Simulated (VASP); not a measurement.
# C (P-1) in VASP: notebook

C is run at these levels: PBE; tasks: single point.

Program: VASP 6.6.1. These are calculated values, not measurements. Logs are shortened: lines on timing, memory, paths and dates and some standing lists are left out, and cuts for length are marked.

## 1. The cell of the first run

The typed cell holds 12 atoms: a = 2.528 Å, b = 2.402 Å, c = 12.467 Å, α = 87.52°, β = 83.55°, γ = 115.08°.

## 2. Single point, PBE

Input file INCAR:

```
SYSTEM = C
PREC = Accurate ; ENCUT = 520
EDIFF = 1E-7 ; ISMEAR = 0
SIGMA = 0.05 ; LREAL = .FALSE.
LASPH = .TRUE. ; NELM = 80
ALGO = Normal ; ISIF = 2
LWAVE = .FALSE. ; LCHARG = .TRUE.
GGA = PE ; LELF = .TRUE.
LVHAR = .TRUE. ; NBANDS = 36
```

Input file KPOINTS:

```
Automatic mesh
0
G
  12 12 2
  0 0 0
```

Input file POSCAR:

```
C
1.0
    2.5205457478      0.1386300161      0.1386300161
   -1.1402157582      2.1135416409      0.0507421076
    0.6836011873      0.6836011873     12.4291124965
C
12
Direct
    0.0000000000      0.0000000000      0.1868593266
    0.0000000000      0.0000000000      0.6868593266
    0.0000000000      0.0000000000      0.3131406734
    0.0000000000      0.0000000000      0.8131406734
    0.3333333333      0.6666666667      0.5207665411
    0.6666666667      0.3333333333      0.0207665411
    0.3333333333      0.6666666667      0.9792334589
    0.6666666667      0.3333333333      0.4792334589
    0.3333333333      0.6666666667      0.6450950823
    0.6666666667      0.3333333333      0.1450950823
    0.3333333333      0.6666666667      0.8549049177
    0.6666666667      0.3333333333      0.3549049177
```

Potentials or basis: VASP PAW PBE potentials, release 64 (C).

Run with:

```
> cat potpaw_PBE.64/C/POTCAR > POTCAR
> mpirun -np 1 vasp_std > vasp.out
```

OUTCAR:

```text
SYSTEM = C
   PREC = Accurate
   ENCUT = 520
   EDIFF = 1E-7
   ISMEAR = 0
   LREAL = .FALSE.
   LASPH = .TRUE.
   NELM = 80
   ISIF = 2
   GGA = PE

 ion  position               nearest neighbor table
   1  0.000  0.000  0.187-  10 1.50  10 1.54   3 1.57  10 1.60
   2  0.000  0.000  0.687-   9 1.46   9 1.49   4 1.57   9 1.69
   3  0.000  0.000  0.313-  12 1.46  12 1.49   1 1.57  12 1.69
   4  0.000  0.000  0.813-  11 1.50  11 1.54   2 1.57  11 1.60
   5  0.333  0.667  0.521-   8 1.46   8 1.49   9 1.55   8 1.68
   6  0.667  0.333  0.021-   7 1.50   7 1.54  10 1.55   7 1.60
   7  0.333  0.667  0.979-   6 1.50   6 1.54  11 1.55   6 1.60
   8  0.667  0.333  0.479-   5 1.46   5 1.49  12 1.55   5 1.68
   9  0.333  0.667  0.645-   2 1.46   2 1.49   5 1.55   2 1.69
  10  0.667  0.333  0.145-   1 1.50   1 1.54   6 1.55   1 1.60
  11  0.333  0.667  0.855-   4 1.50   4 1.54   7 1.55   4 1.60
  12  0.667  0.333  0.355-   3 1.46   3 1.49   8 1.55   3 1.69

  LATTYP: Found a triclinic cell.
 ALAT       =     2.4020251882
 B/A-ratio  =     1.1025246063
 C/A-ratio  =     5.1785233918
 COS(alpha) =     0.0309409013
 COS(beta)  =     0.1295231417
 COS(gamma) =     0.5023834604

  Lattice vectors:

 A1 = (   1.1402157582,  -2.1135416409,  -0.0507421076)
 A2 = (  -1.3803299896,  -2.2521716570,  -0.1893721237)
 A3 = (   1.8369445605,  -0.5449711712, -12.2904824804)

Analysis of symmetry for initial positions (statically):
=====================================================================
 Subroutine PRICEL returns:
 Original cell was already a primitive cell.

 Routine SETGRP: Setting up the symmetry group for a
 triclinic supercell.

 Subroutine GETGRP returns: Found  2 space group operations
 (whereof  2 operations were pure point group operations)
 out of a pool of  2 trial point group operations.

The static configuration has the point symmetry S_2 .

Analysis of symmetry for dynamics (positions and initial velocities):
=====================================================================
 Subroutine PRICEL returns:
 Original cell was already a primitive cell.

 Routine SETGRP: Setting up the symmetry group for a
 triclinic supercell.

 Subroutine GETGRP returns: Found  2 space group operations
 (whereof  2 operations were pure point group operations)
 out of a pool of  2 trial point group operations.

The dynamic configuration has the point symmetry S_2 .

 Subroutine INISYM returns: Found  2 space group operations
 (whereof  2 operations are pure point group operations),
 and found     1 'primitive' translations

----------------------------------------------------------------------------------------

                                     Primitive cell

  volume of cell :      67.7870

  direct lattice vectors                    reciprocal lattice vectors
     2.520545748  0.138630016  0.138630016     0.387017472  0.209576379 -0.032812662
    -1.140215758  2.113541641  0.050742108    -0.024020536  0.460757546 -0.024020536
     0.683601187  0.683601187 12.429112497    -0.004218595 -0.004218595  0.080920313

  length of vectors
     2.528158901  2.402025188 12.466653866     0.441340518  0.462008104  0.081139942

  position of ions in fractional coordinates (direct lattice)
     0.000000000  1.000000000  0.186859327
     0.000000000  1.000000000  0.686859327
     0.000000000  1.000000000  0.313140673
     0.000000000  1.000000000  0.813140673
     0.333333333  0.666666667  0.520766541
     0.666666667  0.333333333  0.020766541
     0.333333333  0.666666667  0.979233459
     0.666666667  0.333333333  0.479233459
     0.333333333  0.666666667  0.645095082
     0.666666667  0.333333333  0.145095082
     0.333333333  0.666666667  0.854904918
     0.666666667  0.333333333  0.354904918

  ion indices of the primitive-cell ions
   primitive index   ion index
                 1           1
                 2           2
                 3           3
                 4           4
                 5           5
                 6           6
                 7           7
                 8           8
                 9           9
                10          10
                11          11
                12          12

----------------------------------------------------------------------------------------

 KPOINTS: Automatic mesh

Automatic generation of k-mesh.
 Grid dimensions read from file:
 generate k-points for:   12   12    2

 Generating k-lattice:

  Cartesian coordinates                     Fractional coordinates (reciprocal lattice)
     0.032251456  0.017464698 -0.002734388     0.083333333 -0.000000000 -0.000000000
    -0.002001711  0.038396462 -0.002001711    -0.000000000  0.083333333 -0.000000000
    -0.002109297 -0.002109297  0.040460156     0.000000000 -0.000000000  0.500000000

  Length of vectors
     0.036778377  0.038500675  0.040569971

  Shift w.r.t. Gamma in fractional coordinates (k-lattice)
     0.000000000  0.000000000  0.000000000

 Subroutine IBZKPT returns following result:
 ===========================================

 Found    148 irreducible k-points:

 Following reciprocal coordinates:
            Coordinates               Weight
  0.000000  0.000000  0.000000      1.000000
  0.083333 -0.000000  0.000000      2.000000
  0.166667 -0.000000  0.000000      2.000000
  0.250000 -0.000000  0.000000      2.000000
  0.333333 -0.000000  0.000000      2.000000
  0.416667 -0.000000  0.000000      2.000000
[... 16 lines left out ...]
  0.250000  0.166667  0.000000      2.000000
  0.333333  0.166667  0.000000      2.000000
 [... further k-points ...]
   k-points           NKPTS =    148   k-points in BZ     NKDIM =    148   number of bands    NBANDS=     36
   number of dos      NEDOS =    301   number of ions     NIONS =     12
   total plane-waves  NPLWV =  34560
   dimension x,y,z NGX =    20 NGY =   18 NGZ =   96
   dimension x,y,z NGXF=    40 NGYF=   36 NGZF=  192
   ions per type =              12
   NGX,Y,Z   is equivalent  to a cutoff of  13.15, 12.46, 12.80 a.u.
   NGXF,Y,Z  is equivalent  to a cutoff of  26.30, 24.92, 25.60 a.u.
 SYSTEM =  C
   PREC   = accura    normal or accurate (medium, high low for compatibility)
   ISTART =      0    job   : 0-new  1-cont  2-samecut
   ICHARG =      2    charge: 1-file 2-atom 10-const
   ISPIN  =      1    spin polarized calculation?
   LNONCOLLINEAR =      F non collinear calculations
   LSORBIT =      F    spin-orbit coupling
   LASPH  =      T    aspherical Exc in radial PAW
   ENCUT  =  520.0 eV  38.22 Ry    6.18 a.u.   4.70  4.47 23.18*2*pi/ulx,y,z
   NELM   =     80;   NELMIN=  2; NELMDL= -5     # of ELM steps
   EDIFF  = 0.1E-06   stopping-criterion for ELM
   LREAL  =      F    real-space projection
   EDIFFG = 0.1E-05   stopping-criterion for IOM
   NSW    =      0    number of steps for IOM
   IBRION =     -1    ionic relax: 0-MD 1-quasi-New 2-CG
   NFREE  =      0    steps in history (QN), initial steepest desc. (CG)
   ISIF   =      2    stress and relaxation
   ISYM   =      2    0-nonsym 1-usesym 2-fastsym
   POTIM  = 0.5000    time-step for ionic-motion
   TEBEG  =    0.0;   TEEND  =   0.0 temperature during run
   PSTRESS=    0.0 pullay stress
   NELECT =      48.0000    total number of electrons
   NUPDOWN=      -1.0000    fix difference up-down
   EMIN   =  10.00;   EMAX   =-10.00  energy-range for DOS
   EFERMI =   0.00;   METHOD = LEGACY
   ISMEAR =     0;   SIGMA  =   0.05  broadening in eV -4-tet -1-fermi 0-gaus
   EFERMI_NEDOS =   21; number of points for ismear=-14 and -15
   IALGO  =     38    algorithm
   IMIX   =      4    mixing-type and parameters
     AMIX     =   0.40;   BMIX     =  1.00
     AMIX_MAG =   1.60;   BMIX_MAG =  1.00
  volume/ion in A,a.u.               =       5.65        38.12
  Fermi-wavevector in a.u.,A,eV,Ry     =   1.459172  2.757435 28.969281  2.129182
  Thomas-Fermi vector in A             =   2.575770
   LORBIT       =      0    0 simple, 1 ext, 2 COOP (PROOUT), +10 PAW based schemes
   GGA     = PE    functional components
   LHFCALC =     F    Hartree Fock is set to
   AEXX    =    0.0000 exact exchange contribution
   IVDW    =     0    specifies the selected vdW correction
   LEPSILON=     F    determine dielectric tensor
   LRPA    =     F    only Hartree local field effects (RPA)
 non-spin polarized calculation
 Gauss-broadening in eV      SIGMA  =   0.05
  energy-cutoff  :      520.00
  volume of cell :       67.79
 maximum number of plane-waves:      1855
   NGX =  9   NGY =  9   NGZ = 47

 number of electron      47.9999994 magnetization

 Free energy of the ion-electron system (eV)
  ---------------------------------------------------
  ext. energy  EPLUGINS =         0.00000000
  ---------------------------------------------------
  free energy    TOTEN  =      -105.30830858 eV

  energy without entropy =     -105.30830858  energy(sigma->0) =     -105.30830858

 E-fermi :  10.8927     XC(G=0): -13.2878

 val. band max:       10.6238500920   @ k =   0.0000   0.0000   0.0000
 cond. band min:      12.7811605548   @ k =   0.5000  -0.0000   0.5000
 fundamental gap:      2.1573104628
 Fermi energy:        10.8927256352

 k-point     1 :       0.0000    0.0000    0.0000
  band No.  band energies     occupation
      1     -11.7857      2.00000
      2     -11.0504      2.00000
      3     -10.9693      2.00000
      4      -8.7768      2.00000
      5      -8.7122      2.00000
      6      -5.9715      2.00000
[... 28 lines left out ...]
     35      17.8610      0.00000
     36      18.1270      0.00000
[... 866 lines left out ...]
      6      -3.5211      2.00000
[... 28 lines left out ...]
     35      21.4598      0.00000
     36      21.6365      0.00000

 [... further k-points ...]

------------------------ aborting loop because EDIFF is reached ----------------------------------------

  FORCE on cell =-STRESS in cart. coord.  units (eV):
  Direction    XX          YY          ZZ          XY          YZ          ZX
  --------------------------------------------------------------------------------------
  -------------------------------------------------------------------------------------
  Total        4.1579800      5.8281525      4.1684101    -24.8499710    -21.9649215    -22.2725296
  in kB       98.2757715    137.7510677     98.5222918   -587.3405061   -519.1510335   -526.4214930
  external PRESSURE =     111.5163770 kB  Pullay stress =       0.0000000 kB

 VOLUME and BASIS-vectors are now :
 -----------------------------------------------------------------------------
  energy-cutoff  :      520.00
  volume of cell :       67.79
      direct lattice vectors                 reciprocal lattice vectors
     2.520545748  0.138630016  0.138630016     0.387017472  0.209576379 -0.032812662
    -1.140215758  2.113541641  0.050742108    -0.024020536  0.460757546 -0.024020536
     0.683601187  0.683601187 12.429112497    -0.004218595 -0.004218595  0.080920313

 POSITION                                       TOTAL-FORCE (eV/Angst)
 -----------------------------------------------------------------------------------
      0.12774      0.12774      2.32250        -0.136657     -0.277713      0.087132
      0.46954      0.46954      8.53705        -0.148660      0.216974      0.746975
      0.21406      0.21406      3.89206         0.148660     -0.216974     -0.746975
      0.55586      0.55586     10.10662         0.136657      0.277713     -0.087132
      0.43603      1.81123      6.55270        -0.162294      0.361751      0.648060
      1.31449      0.81113      0.36744         0.174516     -0.119760      0.118261
      0.74944      2.12464     12.25104        -0.174516      0.119760     -0.118261
      1.62790      1.12454      6.06578         0.162294     -0.361751     -0.648060
      0.52103      1.89623      8.09800         0.134527     -0.359302     -0.574380
      1.39948      0.89612      1.91274        -0.147840      0.109164     -0.039360
      0.66445      2.03965     10.70575         0.147840     -0.109164      0.039360
      1.54291      1.03955      4.52049        -0.134527      0.359302      0.574380
 -----------------------------------------------------------------------------------
    total drift:                               -0.000000      0.000000      0.000000

  FREE ENERGIE OF THE ION-ELECTRON SYSTEM (eV)
  ---------------------------------------------------
  free  energy   TOTEN  =      -105.3083085756 eV

  energy  without entropy=     -105.3083085756  energy(sigma->0) =     -105.30830858
```

It took 5.6 min on 1 thread of Intel Xeon Platinum 8488C (Sapphire Rapids), shared host; peak memory 0.33 GiB.

What came out:

```yaml
Free_energy: -105.3083 eV
Pressure: 11.2 GPa
Largest_force: 0.792 eV/Å
Band_gap_on_the_k_mesh: 2.16 eV (least direct gap 2.33 eV)
```

Forces on the atoms (eV/Å):
```
C   -0.137 -0.278  0.087
C   -0.149  0.217  0.747
C    0.149 -0.217 -0.747
C    0.137  0.278 -0.087
C   -0.162  0.362  0.648
C    0.175 -0.120  0.118
C   -0.175  0.120 -0.118
C    0.162 -0.362 -0.648
C    0.135 -0.359 -0.574
C   -0.148  0.109 -0.039
C    0.148 -0.109  0.039
C   -0.135  0.359  0.574
```

Levels at points of the mesh, in eV from the valence-band top:
| k point | band 22 | band 23 | band 24 | band 25 | band 26 | band 27 |
| --- | --- | --- | --- | --- | --- | --- |
| (0.00, 0.00, 0.00) | -0.98 | -0.23 | 0.00 | 2.33 | 3.68 | 4.33 |
| (0.50, 0.00, 0.00) | -3.60 | -2.93 | -2.39 | 2.43 | 4.29 | 6.03 |
| (0.00, 0.50, 0.00) | -4.50 | -3.93 | -2.66 | 3.45 | 3.90 | 4.62 |
| (0.50, 0.50, 0.00) | -5.29 | -4.89 | -3.41 | 2.19 | 2.90 | 3.02 |
| (0.00, 0.00, 0.50) | -1.08 | -0.79 | -0.27 | 2.41 | 3.57 | 4.48 |
| (0.50, 0.00, 0.50) | -3.38 | -2.61 | -2.59 | 2.16 | 5.08 | 5.76 |
| (0.00, 0.50, 0.50) | -4.63 | -3.80 | -2.63 | 3.24 | 3.99 | 4.30 |
| (0.50, 0.50, 0.50) | -5.28 | -4.40 | -3.43 | 2.34 | 2.44 | 3.59 |

Caveat: the cell stands under pressure. A k mesh can miss the band edges.

## 3. Single point, PBE

This run uses another cell than the first one, of 5.68 Å³/atom.

Input file INCAR:

```
SYSTEM = C
ALGO     = Normal         ! electronic algorithm
EDIFF    = 1E-6           ! SCF threshold, eV
ENCUT    = 520            ! plane-wave cutoff, eV
GGA      = PE             ! functional
ISIF     = 2              ! what is computed and relaxed
ISMEAR   = 0              ! smearing method
LASPH    = .True.         ! aspherical terms in the spheres
LCHARG   = .True.         ! write CHGCAR
LELF     = .True.         ! ELF
LREAL    = .False.        ! projectors in reciprocal space
LVHAR    = .True.       
LWAVE    = .False.        ! write WAVECAR
NBANDS   = 36             ! bands
NELM     = 100            ! most SCF steps
PREC     = Accurate       ! precision mode
SIGMA    = 0.05           ! smearing width, eV
```

Input file KPOINTS:

```
k-points
0
Gamma
  12 12 2
  0 0 0
```

Changes to POSCAR since step 2:

```diff
@@ -2,5 +2,5 @@
 1.0
-    2.5205457478      0.1386300161      0.1386300161
-   -1.1402157582      2.1135416409      0.0507421076
-    0.6836011873      0.6836011873     12.4291124965
+    2.5205457478      0.0923780017      0.0923780017
+   -1.1802711777      2.1366676482      0.0338126954
+    0.4555269730      0.4555269730     12.4291124965
 C
```

Potentials or basis: VASP PAW PBE potentials, release 64 (C).

Run with:

```
> cat potpaw_PBE.64/C/POTCAR > POTCAR
> mpirun -np 1 vasp_std > vasp.out
```

Wall time 3.3 min (1 thread of Intel Xeon Platinum 8488C (Sapphire Rapids), shared host); peak memory 0.33 GiB.

Results (log left out):

```yaml
Free_energy: -107.3631 eV
Pressure: 5.3 GPa
Largest_force: 0.400 eV/Å
Band_gap_on_the_k_mesh: 3.00 eV (least direct gap 3.60 eV)
```

Forces on the atoms (eV/Å):
```
C   -0.064 -0.216  0.039
C   -0.207  0.013  0.342
C    0.207 -0.013 -0.342
C    0.064  0.216 -0.039
C   -0.165  0.112  0.296
C    0.094 -0.114  0.052
C   -0.094  0.114 -0.052
C    0.165 -0.112 -0.296
C    0.150 -0.108 -0.261
C   -0.076  0.110 -0.019
C    0.076 -0.110  0.019
C   -0.150  0.108  0.261
```

Stress tensor (GPa, compression positive):
```
  4.88 -39.15 -35.25
-39.15   6.46 -35.03
-35.25 -35.03   4.69
```

Levels at points of the mesh, in eV from the valence-band top:
```tsv
k point	band 21	band 22	band 23	band 24	band 25	band 26	band 27	band 28
(0.00, 0.00, 0.00)	-0.99	-0.84	-0.14	0.00	3.60	4.81	4.89	4.95
(0.50, 0.00, 0.00)	-3.88	-3.72	-3.17	-2.55	3.57	5.15	5.92	6.05
(0.00, 0.50, 0.00)	-4.68	-4.37	-3.68	-2.88	4.20	4.27	4.89	4.93
(0.50, 0.50, 0.00)	-5.04	-4.68	-4.47	-3.39	3.00	3.69	3.78	5.13
(0.00, 0.00, 0.50)	-0.88	-0.77	-0.64	-0.24	3.70	4.55	5.05	5.50
(0.50, 0.00, 0.50)	-4.54	-3.37	-2.87	-2.77	3.35	5.39	5.78	6.33
(0.00, 0.50, 0.50)	-4.66	-4.19	-3.55	-2.91	4.11	4.30	4.51	5.59
(0.50, 0.50, 0.50)	-4.79	-4.62	-4.09	-3.47	3.16	3.23	4.53	4.58
```

Caveat: the cell stands under pressure. A k mesh can miss the band edges.

## 4. Single point, PBE

This run uses another cell than the first one, of 5.34 Å³/atom.

Input file INCAR:

```
ALGO     = Normal         # electronic algorithm
EDIFF    = 1E-6           # SCF threshold, eV
ENCUT    = 520            # plane-wave cutoff, eV
GGA      = PE             # functional
ISIF     = 2              # what is computed and relaxed
ISMEAR   = 0              # smearing method
LASPH    = True           # aspherical terms in the spheres
LCHARG   = False          # write CHGCAR
LREAL    = False          # projectors in reciprocal space
LWAVE    = False          # write WAVECAR
NBANDS   = 36             # bands
NELM     = 80             # most SCF steps
PREC     = Accurate       # precision mode
SIGMA    = 0.05           # smearing width, eV
```

Input file KPOINTS:

```
k-points
0
Gamma
  12 12 2
```

Changes to POSCAR since step 3:

```diff
@@ -2,5 +2,5 @@
 1.0
-    2.5205457478      0.0923780017      0.0923780017
-   -1.1802711777      2.1366676482      0.0338126954
-    0.4555269730      0.4555269730     12.4291124965
+    2.4701348328      0.0923780017      0.0923780017
+   -1.1550657202      2.0930105152      0.0338126954
+    0.4555269730      0.4555269730     12.1805302466
 C
```

Run with:

```
> cat potpaw_PBE.64/C/POTCAR > POTCAR
> mpirun -np 1 vasp_std > vasp.out
```

Wall time 3.8 min (1 thread of Intel Xeon Platinum 8488C (Sapphire Rapids), shared host); peak memory 0.32 GiB.

Results (log left out):

```yaml
Free_energy: -106.7897 eV
Pressure: 35.8 GPa
Largest_force: 0.718 eV/Å
Band_gap_on_the_k_mesh: 3.03 eV (least direct gap 3.65 eV)
```

Forces in eV/Å, atoms in the order of the input:
```
C   -0.012 -0.374  0.094
C   -0.558 -0.115  0.437
C    0.558  0.115 -0.437
C    0.012  0.374 -0.094
C   -0.510 -0.006  0.341
C    0.163 -0.261  0.065
C   -0.163  0.261 -0.065
C    0.510  0.006 -0.341
C    0.489  0.009 -0.317
C   -0.141  0.255 -0.039
C    0.141 -0.255  0.039
C   -0.489 -0.009  0.317
```

Stress tensor (GPa, compression positive):
```
 35.49 -45.23 -39.54
-45.23  37.03 -39.29
-39.54 -39.29  34.88
```

Levels at points of the mesh, in eV from the valence-band top:
| k point | band 20 | band 21 | band 22 | band 23 | band 24 | band 25 | band 26 | band 27 | band 28 | band 29 |
| --- | --- | --- | --- | --- | --- | --- | --- | --- | --- | --- |
| (0.00, 0.00, 0.00) | -1.56 | -1.05 | -0.93 | -0.15 | 0.00 | 3.65 | 4.94 | 5.02 | 5.08 | 6.11 |
| (0.50, 0.00, 0.00) | -5.34 | -4.09 | -3.94 | -3.34 | -2.69 | 3.58 | 5.36 | 6.10 | 6.29 | 6.56 |
| (0.00, 0.50, 0.00) | -5.49 | -4.97 | -4.64 | -3.91 | -3.03 | 4.33 | 4.33 | 5.05 | 5.05 | 6.62 |
| (0.50, 0.50, 0.00) | -5.64 | -5.36 | -4.94 | -4.76 | -3.58 | 3.03 | 3.76 | 3.82 | 5.34 | 5.42 |
| (0.00, 0.00, 0.50) | -1.61 | -0.96 | -0.84 | -0.68 | -0.26 | 3.77 | 4.66 | 5.20 | 5.66 | 5.86 |
| (0.50, 0.00, 0.50) | -4.92 | -4.80 | -3.55 | -3.01 | -2.93 | 3.37 | 5.60 | 6.00 | 6.48 | 6.80 |
| (0.00, 0.50, 0.50) | -5.58 | -4.95 | -4.45 | -3.77 | -3.06 | 4.19 | 4.42 | 4.65 | 5.75 | 5.83 |
| (0.50, 0.50, 0.50) | -6.29 | -5.11 | -4.92 | -4.33 | -3.66 | 3.19 | 3.26 | 4.64 | 4.68 | 5.20 |

Caveat: the cell stands under pressure. A k mesh can miss the band edges.

(Continued in part 2 of 2.)
